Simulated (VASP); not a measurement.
Crystal: Co.

```xyz
2
Lattice="2.2653 0.0000 0.0000 -1.1327 1.9618 0.0000 0.0000 0.0000 3.6637" Properties=species:S:1:pos:R:3 pbc="T T T"
Co    1.1327    0.6539    0.9159
Co    0.0000    1.3079    2.7478
```

Base run:

```yaml
Program: VASP 6.6.1
Functional: PBE
Potentials_or_basis: VASP PAW PBE potentials, release 64 (Co)
Cutoff: 520 eV
k_mesh: 24 × 24 × 12
Occupations: gaussian, width 0.15 eV
Spin: collinear spin, ferromagnetic start
Starting_moments: "[0.275, 0.275] μB"
Fixed_moment: 0.55 μB
```

Its results: pressure 103.8 GPa; site moments Co +0.27 μB.

Problem. The run is repeated on the same cell with these changes: fixed moment from 0.55 μB to 3.85 μB; moments at the start from [0.28, 0.28] to [1.92, 1.92]. What comes out?

Solution. Pressure 139.2 GPa; site moments Co +1.89 μB.

Caveats: the total moment is fixed, so each spin has its own Fermi level.
